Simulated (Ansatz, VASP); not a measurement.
WSe2: VASP beside Ansatz

```
CELL_PARAMETERS angstrom
3.27899 0.00000 0.00000
-1.63949 2.83968 0.00000
0.00000 0.00000 7.00562
ATOMIC_POSITIONS crystal
W 0.00000 0.00000 0.00000
Se 0.33333 0.66667 0.25244
Se 0.33333 0.66667 0.74756
```

Alike in both runs: task single point; functional PBE; dispersion D3(BJ); k mesh 9 × 9 × 4; occupations gaussian, width 0.05 eV; no spin polarisation.

|  | VASP | Ansatz |
| --- | --- | --- |
| version | VASP 6.6.1 | Ansatz 0.2.0 |
| potentials or method | VASP PAW PBE potentials, release 64 (W_sv, Se), cutoff 520 eV | scalar-relativistic, plane waves, PAW |
| valence electrons in the cell | 26 | 46 |

|  | VASP | Ansatz | Ansatz less VASP |
| --- | --- | --- | --- |
| gap on the k mesh at the Fermi level (eV) | 1.02 | 1.02 | -0.001 |
| least direct gap on the mesh (eV) | 1.78 | 1.79 | +0.003 |
| pressure (GPa) | -5.8 | -6.0 | -0.24 |
| traceless stress, the component that is largest in VASP (GPa) | -4.30 | -4.37 | -0.071 |
| rms of the force components (eV/Å) | 0.625 | 0.643 | +0.0175 |

Atom by atom the forces differ by 0.018 eV/Å (rms over components). VASP's potentials hold 26 valence electrons a cell and Ansatz's 46, so a difference there can come from the potentials and not from the codes.

Spin-orbit coupling is off throughout.
